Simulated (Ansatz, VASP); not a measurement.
**Two plane-wave programs on PbO2**

```
CELL_PARAMETERS angstrom
3.77991 0.00000 0.00000
0.00000 3.77991 0.00000
0.00000 0.00000 5.75275
ATOMIC_POSITIONS crystal
Pb 0.00000 0.00000 0.00000
Pb 0.50000 0.50000 0.50000
O 0.00000 0.50000 0.31503
O 0.00000 0.50000 0.81503
O 0.50000 0.00000 0.68497
O 0.50000 0.00000 0.18497
```

Alike in both runs: functional PBE; k mesh 6 × 6 × 4; occupations gaussian, width 0.1 eV; no spin polarisation.

Ansatz relaxed the structure, and its values are those at the end. VASP's run is a single point on that final structure, the one shown.

|  | VASP | Ansatz |
| --- | --- | --- |
| version | VASP 6.6.1 | Ansatz 0.2.0 |
| potentials or method | VASP PAW PBE potentials, release 64 (Pb_d, O), cutoff 520 eV | scalar-relativistic, plane waves, PAW |
| valence electrons in the cell | 52 | 52 |

```tsv
	VASP	Ansatz	Ansatz less VASP
gap on the k mesh at the Fermi level (eV)	none	none	-
pressure (GPa)	0.3	0.1	-0.24
rms of the force components (eV/Å)	0.020	0.007	-0.0133
```

A gap of «none» marks a metal or a gap that the smearing closes.

Neither program's run includes spin-orbit coupling.
